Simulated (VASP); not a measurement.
# Na (P6_3/mmc) in VASP: further runs

Runs on Na. Level: PBEsol. Tasks: single point.

All numbers are computed with VASP 6.6.1; they aren't measurements. Logs are shortened: lines on timing, memory, paths and dates and some standing lists are left out, and cuts for length are marked.

## Step 1: The cell of the first run

Symmetry: P6_3/mmc, No. 194, hexagonal system. Conventional cell: a = 3.682 Å, b = 3.682 Å, c = 5.995 Å, α = 90.00°, β = 90.00°, γ = 120.00°. Within 4.8 Å of Na (site symmetry -6m2) lie 12 Na at 3.67 to 3.68 Å.

## Step 2: Single point, PBEsol

INCAR

```
SYSTEM = Na
PREC = Accurate
ENCUT = 520
EDIFF = 1E-6
ISMEAR = -1
SIGMA = 0.1
LREAL = .FALSE.
LASPH = .TRUE.
NELM = 80
ALGO = Normal
ISIF = 2
LWAVE = .FALSE.
LCHARG = .FALSE.
GGA = PS
NBANDS = 14
```

KPOINTS

```
Automatic mesh
0
G
  12 12 7
  0 0 0
```

POSCAR

```
Na
1.0
    3.6821323403      0.0000000000      0.0000000000
   -1.8410661701      3.1888201468      0.0000000000
    0.0000000000      0.0000000000      5.9949226169
Na
2
Direct
    0.3333333333      0.6666666667      0.2500000000
    0.6666666667      0.3333333333      0.7500000000
```

Potentials or basis: VASP PAW PBE potentials, release 64 (Na_pv).

Launch:

```console
$ cat potpaw_PBE.64/Na_pv/POTCAR > POTCAR
$ mpirun -np 1 vasp_std > vasp.out
```

OUTCAR:

```text
SYSTEM = Na
   PREC = Accurate
   ENCUT = 520
   EDIFF = 1E-6
   ISMEAR = -1
   LREAL = .FALSE.
   LASPH = .TRUE.
   NELM = 80
   ISIF = 2
   GGA = PS

 ion  position               nearest neighbor table
   1  0.333  0.667  0.250-
   2  0.667  0.333  0.750-

  LATTYP: Found a hexagonal cell.
 ALAT       =     3.6821323403
 C/A-ratio  =     1.6281116654

  Lattice vectors:

 A1 = (   3.6821323403,   0.0000000000,   0.0000000000)
 A2 = (  -1.8410661701,   3.1888201468,   0.0000000000)
 A3 = (   0.0000000000,   0.0000000000,   5.9949226169)

Analysis of symmetry for initial positions (statically):
=====================================================================
 Subroutine PRICEL returns:
 Original cell was already a primitive cell.

 Routine SETGRP: Setting up the symmetry group for a
 hexagonal supercell.

 Subroutine GETGRP returns: Found 24 space group operations
 (whereof 12 operations were pure point group operations)
 out of a pool of 24 trial point group operations.

The static configuration has the point symmetry D_3d.
 The point group associated with its full space group is D_6h.

Analysis of symmetry for dynamics (positions and initial velocities):
=====================================================================
 Subroutine PRICEL returns:
 Original cell was already a primitive cell.

 Routine SETGRP: Setting up the symmetry group for a
 hexagonal supercell.

 Subroutine GETGRP returns: Found 24 space group operations
 (whereof 12 operations were pure point group operations)
 out of a pool of 24 trial point group operations.

The dynamic configuration has the point symmetry D_3d.
 The point group associated with its full space group is D_6h.

 Subroutine INISYM returns: Found 24 space group operations
 (whereof 12 operations are pure point group operations),
 and found     1 'primitive' translations

----------------------------------------------------------------------------------------

                                     Primitive cell

  volume of cell :      70.3903

  direct lattice vectors                    reciprocal lattice vectors
     3.682132340  0.000000000  0.000000000     0.271581765  0.156797805  0.000000000
    -1.841066170  3.188820147  0.000000000     0.000000000  0.313595610  0.000000000
     0.000000000  0.000000000  5.994922617     0.000000000  0.000000000  0.166807825

  length of vectors
     3.682132340  3.682132340  5.994922617     0.313595610  0.313595610  0.166807825

  position of ions in fractional coordinates (direct lattice)
     0.333333333  0.666666667  0.250000000
     0.666666667  0.333333333  0.750000000

  ion indices of the primitive-cell ions
   primitive index   ion index
                 1           1
                 2           2

----------------------------------------------------------------------------------------

 KPOINTS: Automatic mesh

Automatic generation of k-mesh.
 Grid dimensions read from file:
 generate k-points for:   12   12    7

 Generating k-lattice:

  Cartesian coordinates                     Fractional coordinates (reciprocal lattice)
     0.022631814  0.013066484  0.000000000     0.083333333  0.000000000  0.000000000
     0.000000000  0.026132968  0.000000000     0.000000000  0.083333333  0.000000000
     0.000000000  0.000000000  0.023829689     0.000000000  0.000000000  0.142857143

  Length of vectors
     0.026132968  0.026132968  0.023829689

  Shift w.r.t. Gamma in fractional coordinates (k-lattice)
     0.000000000  0.000000000  0.000000000

 Subroutine IBZKPT returns following result:
 ===========================================

 Found     76 irreducible k-points:

 Following reciprocal coordinates:
            Coordinates               Weight
  0.000000  0.000000  0.000000      1.000000
  0.083333 -0.000000  0.000000      6.000000
  0.166667  0.000000  0.000000      6.000000
  0.250000  0.000000  0.000000      6.000000
  0.333333  0.000000  0.000000      6.000000
  0.416667  0.000000  0.000000      6.000000
[... 16 lines left out ...]
  0.250000  0.000000  0.142857     12.000000
  0.333333  0.000000  0.142857     12.000000
 [... further k-points ...]
   k-points           NKPTS =     76   k-points in BZ     NKDIM =     76   number of bands    NBANDS=     14
   number of dos      NEDOS =    301   number of ions     NIONS =      2
   total plane-waves  NPLWV =  37632
   dimension x,y,z NGX =    28 NGY =   28 NGZ =   48
   dimension x,y,z NGXF=    56 NGYF=   56 NGZF=   96
   ions per type =               2
   NGX,Y,Z   is equivalent  to a cutoff of  12.64, 12.64, 13.31 a.u.
   NGXF,Y,Z  is equivalent  to a cutoff of  25.28, 25.28, 26.62 a.u.
 SYSTEM =  Na
   PREC   = accura    normal or accurate (medium, high low for compatibility)
   ISTART =      0    job   : 0-new  1-cont  2-samecut
   ICHARG =      2    charge: 1-file 2-atom 10-const
   ISPIN  =      1    spin polarized calculation?
   LNONCOLLINEAR =      F non collinear calculations
   LSORBIT =      F    spin-orbit coupling
   LASPH  =      T    aspherical Exc in radial PAW
   ENCUT  =  520.0 eV  38.22 Ry    6.18 a.u.   6.85  6.85 11.15*2*pi/ulx,y,z
   NELM   =     80;   NELMIN=  2; NELMDL= -5     # of ELM steps
   EDIFF  = 0.1E-05   stopping-criterion for ELM
   LREAL  =      F    real-space projection
   EDIFFG = 0.1E-04   stopping-criterion for IOM
   NSW    =      0    number of steps for IOM
   IBRION =     -1    ionic relax: 0-MD 1-quasi-New 2-CG
   NFREE  =      0    steps in history (QN), initial steepest desc. (CG)
   ISIF   =      2    stress and relaxation
   ISYM   =      2    0-nonsym 1-usesym 2-fastsym
   POTIM  = 0.5000    time-step for ionic-motion
   TEBEG  =    0.0;   TEEND  =   0.0 temperature during run
   PSTRESS=    0.0 pullay stress
   NELECT =      14.0000    total number of electrons
   NUPDOWN=      -1.0000    fix difference up-down
   EMIN   =  10.00;   EMAX   =-10.00  energy-range for DOS
   EFERMI =   0.00;   METHOD = LEGACY
   ISMEAR =    -1;   SIGMA  =   0.10  broadening in eV -4-tet -1-fermi 0-gaus
   EFERMI_NEDOS =   21; number of points for ismear=-14 and -15
   IALGO  =     38    algorithm
   IMIX   =      4    mixing-type and parameters
     AMIX     =   0.40;   BMIX     =  1.00
     AMIX_MAG =   1.60;   BMIX_MAG =  1.00
  volume/ion in A,a.u.               =      35.20       237.51
  Fermi-wavevector in a.u.,A,eV,Ry     =   0.955608  1.805838 12.424662  0.913187
  Thomas-Fermi vector in A             =   2.084461
   LORBIT       =      0    0 simple, 1 ext, 2 COOP (PROOUT), +10 PAW based schemes
   GGA     = PS    functional components
   LHFCALC =     F    Hartree Fock is set to
   AEXX    =    0.0000 exact exchange contribution
   IVDW    =     0    specifies the selected vdW correction
   LEPSILON=     F    determine dielectric tensor
   LRPA    =     F    only Hartree local field effects (RPA)
 non-spin polarized calculation
  energy-cutoff  :      520.00
  volume of cell :       70.39
 maximum number of plane-waves:      1914
 NGX is ok and might be reduce to    28
   NGX = 13   NGY = 13   NGZ = 23

 number of electron      13.9999982 magnetization

 Free energy of the ion-electron system (eV)
  ---------------------------------------------------
  ext. energy  EPLUGINS =         0.00000000
  ---------------------------------------------------
  free energy    TOTEN  =        -2.81318438 eV

  energy without entropy =       -2.78205584  energy(sigma->0) =       -2.79762011

 E-fermi :   0.4531     XC(G=0):  -6.6395

 val. band max:        0.4475510487   @ k =   0.0833   0.0833   0.1429
 cond. band min:       0.5361520975   @ k =   0.2500   0.0833   0.2857
 fundamental gap:      0.0886010488
 Fermi energy:         0.4530548492

 k-point     1 :       0.0000    0.0000    0.0000
  band No.  band energies     occupation
      1     -24.3283      2.00000
      2     -24.2913      2.00000
      3     -24.2913      2.00000
      4     -24.2853      2.00000
      5     -24.2853      2.00000
      6     -24.2852      2.00000
      7      -2.9342      2.00000
      8       1.0199      0.00688
      9       1.4955      0.00006
     10      10.7018      0.00000
     11      10.7019      0.00000
     12      11.1317      0.00000
     13      11.1317      0.00000
     14      11.2280      0.00000

 k-point     2 :       0.0833   -0.0000    0.0000
  band No.  band energies     occupation
      1     -24.3273      2.00000
      2     -24.2934      2.00000
      3     -24.2920      2.00000
      4     -24.2875      2.00000
      5     -24.2857      2.00000
      6     -24.2855      2.00000
      7      -2.8277      2.00000
      8       1.1135      0.00271
      9       1.5985      0.00002
     10       9.0008      0.00000
     11       9.9610      0.00000
     12      10.4030      0.00000
     13      11.9791      0.00000
     14      12.0781      0.00000

 k-point     3 :       0.1667    0.0000    0.0000
  band No.  band energies     occupation
      1     -24.3246      2.00000
      2     -24.2992      2.00000
      3     -24.2938      2.00000
      4     -24.2935      2.00000
      5     -24.2867      2.00000
      6     -24.2866      2.00000
      7      -2.5099      2.00000
      8       1.3947      0.00016
      9       1.9023      0.00000
     10       7.0767      0.00000
     11       9.1995      0.00000
     12       9.3688      0.00000
     13      10.5518      0.00000
     14      11.7308      0.00000
[... 324 lines left out ...]
 k-point    23 :       0.2500    0.0000    0.1429
  band No.  band energies     occupation
      1     -24.3199      2.00000
      2     -24.3062      2.00000
      3     -24.3026      2.00000
      4     -24.2958      2.00000
      5     -24.2891      2.00000
      6     -24.2885      2.00000
      7      -1.8980      2.00000
      8       1.0367      0.00582
      9       3.3418      0.00000
     10       5.3994      0.00000
     11       7.8041      0.00000
     12       8.6727      0.00000
     13       9.0436      0.00000
     14      10.9484      0.00000

 k-point    24 :       0.3333    0.0000    0.1429
  band No.  band energies     occupation
      1     -24.3192      2.00000
      2     -24.3118      2.00000
      3     -24.3093      2.00000
      4     -24.2982      2.00000
      5     -24.2913      2.00000
      6     -24.2900      2.00000
      7      -1.1734      2.00000
      8       1.7062      0.00001
      9       3.4524      0.00000
     10       4.3372      0.00000
     11       6.3155      0.00000
     12       8.0320      0.00000
     13       8.2448      0.00000
     14       9.9146      0.00000

 [... further k-points ...]
[... 5 lines left out ...]
  --------------------------------------------------------------------------------------
  -------------------------------------------------------------------------------------
  Total        0.1336041      0.1336041      0.1332538      0.0000000      0.0000000      0.0000000
  in kB        3.0410068      3.0410068      3.0330325      0.0000000      0.0000000      0.0000000
  external PRESSURE =       3.0383487 kB  Pullay stress =       0.0000000 kB

 VOLUME and BASIS-vectors are now :
 -----------------------------------------------------------------------------
  energy-cutoff  :      520.00
  volume of cell :       70.39
      direct lattice vectors                 reciprocal lattice vectors
     3.682132340  0.000000000  0.000000000     0.271581765  0.156797805  0.000000000
    -1.841066170  3.188820147  0.000000000     0.000000000  0.313595610  0.000000000
     0.000000000  0.000000000  5.994922617     0.000000000  0.000000000  0.166807825

 POSITION                                       TOTAL-FORCE (eV/Angst)
 -----------------------------------------------------------------------------------
     -0.00000      2.12588      1.49873         0.000000      0.000000      0.000000
      1.84107      1.06294      4.49619         0.000000     -0.000000      0.000000
 -----------------------------------------------------------------------------------
    total drift:                                0.000000     -0.000000      0.000000

  FREE ENERGIE OF THE ION-ELECTRON SYSTEM (eV)
  ---------------------------------------------------
  free  energy   TOTEN  =        -2.8131843805 eV

  energy  without entropy=       -2.7820558391  energy(sigma->0) =       -2.79762011
```

Wall time 38 s (1 thread of Intel Xeon 6975P-C (Granite Rapids), shared host); peak memory 0.2 GiB.

Results:

| Item | Value |
| --- | --- |
| Free energy | -2.8132 eV |
| Pressure | 0.3 GPa |
| Band gap on the k mesh | zero (band 7 reaches 2.47 eV, above the bottom of band 8 at -1.54 eV) |

Levels at points of the mesh, in eV from the Fermi level:
```tsv
k point	band 4	band 5	band 6	band 7	band 8	band 9	band 10	band 11
(0.00, 0.00, 0.00)	-24.74	-24.74	-24.74	-3.39	0.57	1.04	10.25	10.25
(0.50, 0.00, 0.00)	-24.75	-24.75	-24.74	0.23	0.38	3.94	4.00	4.54
```

Caveat: the PAW data sets were made with another functional, which shifts forces and pressure a little.

## Step 3: Single point, PBEsol

INCAR

```
  PREC = Accurate
  ENCUT = 520
  EDIFF = 1E-7
  ISMEAR = -1
  SIGMA = 0.1
  LREAL = False
  LASPH = True
  NELM = 100
  ALGO = Normal
  ISIF = 2
  LWAVE = False
  LCHARG = False
  GGA = PS
  NBANDS = 14
```

KPOINTS

```
Automatic mesh
0
Gamma
  12 12 7
```

POSCAR is that of step 2.

Potentials or basis: VASP PAW PBE potentials, release 64 (Na_pv).

Launch:

```console
$ cat potpaw_PBE.64/Na_pv/POTCAR > POTCAR
$ mpirun -np 1 vasp_std > vasp.out
```

Run time: 49 s. Hardware: 1 thread of Intel Xeon 6975P-C (Granite Rapids), shared host; peak memory 0.2 GiB.

Results (log left out):

```
Free energy            : -2.8132 eV
Pressure               : 0.3 GPa
Band gap on the k mesh : zero (band 7 reaches 2.47 eV, above the bottom of band 8 at -1.54 eV)
```

Levels at points of the mesh, in eV from the Fermi level:
```csv
k point,band 3,band 4,band 5,band 6,band 7,band 8,band 9,band 10,band 11,band 12
"(0.00, 0.00, 0.00)",-24.74,-24.74,-24.74,-24.74,-3.39,0.57,1.04,10.25,10.25,10.68
"(0.50, 0.00, 0.00)",-24.76,-24.75,-24.75,-24.74,0.23,0.38,3.94,4.00,4.54,4.75
```

Caveat: the PAW data sets were made with another functional, which shifts forces and pressure a little.
